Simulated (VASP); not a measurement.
# AlCo (Pm-3m) in VASP: further runs

The runs below take AlCo through single point, with PBEsol.

Everything below comes from runs of VASP 6.6.1. Logs are shortened: lines on timing, memory, paths and dates and some standing lists are left out, and cuts for length are marked.

**1. The cell of the first run**

Symmetry: Pm-3m, No. 221, cubic system. Conventional cell: a = 2.792 Å, b = 2.792 Å, c = 2.792 Å, α = 90.00°, β = 90.00°, γ = 90.00°. Within 3.2 Å of Al (site symmetry m-3m) lie 8 Co at 2.42 Å and 6 Al at 2.79 Å. Co (site symmetry m-3m) has 8 Al at 2.42 Å and 6 Co at 2.79 Å within 3.2 Å.

**2. Single point, PBEsol**

INCAR

```
PREC = Accurate
ENCUT = 520
EDIFF = 1E-6
ISMEAR = -1
SIGMA = 0.1
LREAL = False
LASPH = True
NELM = 100
ALGO = Normal
ISIF = 2
LWAVE = False
LCHARG = True
GGA = PS
LELF = True
LVHAR = True
NBANDS = 13
```

KPOINTS

```
Automatic mesh
0
Gamma
  16 16 16
```

POSCAR

```
AlCo
1.0
    2.7920097446      0.0000000000      0.0000000000
    0.0000000000      2.7920097446      0.0000000000
    0.0000000000      0.0000000000      2.7920097446
Al Co
1 1
Direct
    0.0000000000      0.0000000000      0.0000000000
    0.5000000000      0.5000000000      0.5000000000
```

Potentials or basis: VASP PAW PBE potentials, release 64 (Al, Co).

The run is started by

```
$ cat potpaw_PBE.64/Al/POTCAR potpaw_PBE.64/Co/POTCAR > POTCAR
$ mpirun -np 1 vasp_std > vasp.out
```

OUTCAR:

```text
PREC = Accurate
   ENCUT = 520
   EDIFF = 1E-6
   ISMEAR = -1
   LREAL = False
   LASPH = True
   NELM = 100
   ISIF = 2
   GGA = PS

 ion  position               nearest neighbor table
   1  0.000  0.000  0.000-   2 2.42   2 2.42   2 2.42   2 2.42   2 2.42   2 2.42   2 2.42   2 2.42

   2  0.500  0.500  0.500-   1 2.42   1 2.42   1 2.42   1 2.42   1 2.42   1 2.42   1 2.42   1 2.42

  LATTYP: Found a simple cubic cell.
 ALAT       =     2.7920097446

  Lattice vectors:

 A1 = (   2.7920097446,   0.0000000000,   0.0000000000)
 A2 = (   0.0000000000,   2.7920097446,   0.0000000000)
 A3 = (   0.0000000000,   0.0000000000,   2.7920097446)

Analysis of symmetry for initial positions (statically):
=====================================================================
 Subroutine PRICEL returns:
 Original cell was already a primitive cell.

 Routine SETGRP: Setting up the symmetry group for a
 simple cubic supercell.

 Subroutine GETGRP returns: Found 48 space group operations
 (whereof 48 operations were pure point group operations)
 out of a pool of 48 trial point group operations.

The static configuration has the point symmetry O_h .

Analysis of symmetry for dynamics (positions and initial velocities):
=====================================================================
 Subroutine PRICEL returns:
 Original cell was already a primitive cell.

 Routine SETGRP: Setting up the symmetry group for a
 simple cubic supercell.

 Subroutine GETGRP returns: Found 48 space group operations
 (whereof 48 operations were pure point group operations)
 out of a pool of 48 trial point group operations.

The dynamic configuration has the point symmetry O_h .

 Subroutine INISYM returns: Found 48 space group operations
 (whereof 48 operations are pure point group operations),
 and found     1 'primitive' translations

----------------------------------------------------------------------------------------

                                     Primitive cell

  volume of cell :      21.7646

  direct lattice vectors                    reciprocal lattice vectors
     2.792009745  0.000000000  0.000000000     0.358164939  0.000000000  0.000000000
     0.000000000  2.792009745  0.000000000     0.000000000  0.358164939  0.000000000
     0.000000000  0.000000000  2.792009745     0.000000000  0.000000000  0.358164939

  length of vectors
[... 83 lines left out ...]
   LREAL  =      F    real-space projection
   EDIFFG = 0.1E-04   stopping-criterion for IOM
   NSW    =      0    number of steps for IOM
   IBRION =     -1    ionic relax: 0-MD 1-quasi-New 2-CG
   NFREE  =      0    steps in history (QN), initial steepest desc. (CG)
   ISIF   =      2    stress and relaxation
   ISYM   =      2    0-nonsym 1-usesym 2-fastsym
   POTIM  = 0.5000    time-step for ionic-motion
   TEBEG  =    0.0;   TEEND  =   0.0 temperature during run
   PSTRESS=    0.0 pullay stress
   NELECT =      12.0000    total number of electrons
   NUPDOWN=      -1.0000    fix difference up-down
   EMIN   =  10.00;   EMAX   =-10.00  energy-range for DOS
   EFERMI =   0.00;   METHOD = LEGACY
   ISMEAR =    -1;   SIGMA  =   0.10  broadening in eV -4-tet -1-fermi 0-gaus
   EFERMI_NEDOS =   21; number of points for ismear=-14 and -15
   IALGO  =     38    algorithm
   IMIX   =      4    mixing-type and parameters
     AMIX     =   0.40;   BMIX     =  1.00
     AMIX_MAG =   1.60;   BMIX_MAG =  1.00
  volume/ion in A,a.u.               =      10.88        73.44
  Fermi-wavevector in a.u.,A,eV,Ry     =   1.342409  2.536786 24.518555  1.802063
  Thomas-Fermi vector in A             =   2.470566
   LORBIT       =      0    0 simple, 1 ext, 2 COOP (PROOUT), +10 PAW based schemes
   GGA     = PS    functional components
   LHFCALC =     F    Hartree Fock is set to
   AEXX    =    0.0000 exact exchange contribution
   IVDW    =     0    specifies the selected vdW correction
   LEPSILON=     F    determine dielectric tensor
   LRPA    =     F    only Hartree local field effects (RPA)
 non-spin polarized calculation
  energy-cutoff  :      520.00
  volume of cell :       21.76
 maximum number of plane-waves:       624
 NGX is ok and might be reduce to    24
   NGX = 11   NGY = 11   NGZ = 11

 number of electron      12.0000001 magnetization

 Free energy of the ion-electron system (eV)
  ---------------------------------------------------
  ext. energy  EPLUGINS =         0.00000000
  ---------------------------------------------------
  free energy    TOTEN  =       -13.07896537 eV

  energy without entropy =      -13.05244198  energy(sigma->0) =      -13.06570367

 E-fermi :  11.2495     XC(G=0): -12.6900

 val. band max:       11.2363256515   @ k =   0.4375   0.3750   0.3750
 cond. band min:      11.2539984505   @ k =   0.5000   0.3750   0.0625
 fundamental gap:      0.0176727990
 Fermi energy:        11.2495191403

 k-point     1 :       0.0000    0.0000    0.0000
  band No.  band energies     occupation
      1      -0.1983      2.00000
      2       8.0220      2.00000
      3       8.0220      2.00000
      4      10.4021      1.99958
      5      10.4021      1.99958
      6      10.4021      1.99958
      7      17.5752      0.00000
      8      17.5752      0.00000
      9      17.5752      0.00000
     10      20.3052      0.00000
     11      20.3052      0.00000
     12      27.6624      0.00000
     13      33.6592      0.00000
[... 354 lines left out ...]
  band No.  band energies     occupation
      1       4.4794      2.00000
      2       4.6469      2.00000
      3       8.7437      2.00000
      4       9.3359      2.00000
      5       9.4811      2.00000
      6      10.3849      1.99965
      7      11.4807      0.18031
      8      18.8966      0.00000
      9      20.1893      0.00000
     10      22.7358      0.00000
     11      23.6104      0.00000
     12      23.7374      0.00000
     13      28.3234      0.00000

 [... further k-points ...]
[... 5 lines left out ...]
  --------------------------------------------------------------------------------------
  -------------------------------------------------------------------------------------
  Total        0.9618093      0.9618093      0.9618093      0.0000000     -0.0000000      0.0000000
  in kB       70.8025300     70.8025300     70.8025300      0.0000000     -0.0000000      0.0000000
  external PRESSURE =      70.8025300 kB  Pullay stress =       0.0000000 kB

 VOLUME and BASIS-vectors are now :
 -----------------------------------------------------------------------------
  energy-cutoff  :      520.00
  volume of cell :       21.76
      direct lattice vectors                 reciprocal lattice vectors
     2.792009745  0.000000000  0.000000000     0.358164939  0.000000000  0.000000000
     0.000000000  2.792009745  0.000000000     0.000000000  0.358164939  0.000000000
     0.000000000  0.000000000  2.792009745     0.000000000  0.000000000  0.358164939

 POSITION                                       TOTAL-FORCE (eV/Angst)
 -----------------------------------------------------------------------------------
      0.00000      0.00000      0.00000         0.000000      0.000000      0.000000
      1.39600      1.39600      1.39600         0.000000      0.000000      0.000000
 -----------------------------------------------------------------------------------
    total drift:                                0.000000     -0.000000     -0.000000

  FREE ENERGIE OF THE ION-ELECTRON SYSTEM (eV)
  ---------------------------------------------------
  free  energy   TOTEN  =       -13.0789653668 eV

  energy  without entropy=      -13.0524419765  energy(sigma->0) =      -13.06570367
```

OSZICAR:

```text
N       E                     dE             d eps       ncg     rms          rms(c)
DAV:   1     0.359408914657E+02    0.35941E+02   -0.52746E+03  4367   0.986E+02
DAV:   2    -0.133168009795E+02   -0.49258E+02   -0.44741E+02  4520   0.175E+02
DAV:   3    -0.149828657294E+02   -0.16661E+01   -0.16535E+01  5228   0.370E+01
DAV:   4    -0.150081117089E+02   -0.25246E-01   -0.25239E-01  5044   0.412E+00
DAV:   5    -0.150089529195E+02   -0.84121E-03   -0.84120E-03  5379   0.814E-01    0.138E+01
DAV:   6    -0.175418713597E+02   -0.25329E+01   -0.61931E+01  4945   0.102E+02    0.171E+01
DAV:   7    -0.131319742462E+02    0.44099E+01   -0.29027E+01  5000   0.648E+01    0.198E+00
DAV:   8    -0.130941719703E+02    0.37802E-01   -0.17769E-01  5033   0.322E+00    0.115E+00
DAV:   9    -0.130793560336E+02    0.14816E-01   -0.22044E-02  5783   0.176E+00    0.286E-01
DAV:  10    -0.130789869879E+02    0.36905E-03   -0.39790E-04  5179   0.172E-01    0.151E-01
DAV:  11    -0.130789656086E+02    0.21379E-04   -0.20066E-05  5575   0.366E-02    0.694E-03
DAV:  12    -0.130789653668E+02    0.24180E-06   -0.12302E-06  3872   0.107E-02
   1 F= -.13078965E+02 E0= -.13065704E+02  d E =-.265234E-01
```

Run time: 84 s. Hardware: 1 thread of AMD EPYC 7R13, shared host; peak memory 0.15 GiB.

Results:

```yaml
Free_energy: -13.0790 eV
Pressure: 7.1 GPa
Band_gap_on_the_k_mesh: zero (band 6 reaches 13.66 eV, above the bottom of band 7 at 11.02 eV)
```

Caveat: the PAW data sets were made with another functional, which shifts forces and pressure a little.

**3. Single point, PBEsol**

This run uses another cell than the first one, of 11.03 Å³/atom, 1.014 times its volume.

INCAR

```
PREC = Accurate
ENCUT = 520
EDIFF = 1E-6
ISMEAR = -1
SIGMA = 0.1
LREAL = F
LASPH = T
NELM = 80
ALGO = Normal
ISIF = 2
LWAVE = F
LCHARG = F
GGA = PS
NBANDS = 13
```

KPOINTS

```
regular mesh
0
Gamma
  16 16 16
```

POSCAR

```
AlCo
1.0
    2.8049319065      0.0000000000      0.0000000000
    0.0000000000      2.8049319065      0.0000000000
    0.0000000000      0.0000000000      2.8049319065
Al Co
1 1
Direct
    0.0000000000      0.0000000000      0.0000000000
    0.5000000000      0.5000000000      0.5000000000
```

Potentials or basis: VASP PAW PBE potentials, release 64 (Al, Co).

The run is started by

```
$ cat potpaw_PBE.64/Al/POTCAR potpaw_PBE.64/Co/POTCAR > POTCAR
$ mpirun -np 1 vasp_std > vasp.out
```

It took 80 s on 1 thread of AMD EPYC 7R13, shared host; peak memory 0.15 GiB.

Results (log left out):

```yaml
Free_energy: -13.0895 eV
Pressure: 4.1 GPa
Band_gap_on_the_k_mesh: zero (band 6 reaches 13.47 eV, above the bottom of band 7 at 10.83 eV)
```

Levels at points of the mesh, in eV from the Fermi level:
```tsv
k point	band 4	band 5	band 6	band 7	band 8	band 9
(0.00, 0.00, 0.00)	-0.83	-0.83	-0.83	6.25	6.25	6.25
(0.50, 0.00, 0.00)	-1.76	-1.76	-0.71	0.24	8.52	10.90
(0.50, 0.50, 0.00)	-2.72	-1.55	-1.55	-0.22	2.59	3.84
(0.50, 0.50, 0.50)	-0.18	-0.18	2.41	2.41	2.41	4.64
```

Caveat: the PAW data sets were made with another functional, which shifts forces and pressure a little. Spin polarisation is off, so any magnetic state and its effect on volume and gap are missing.
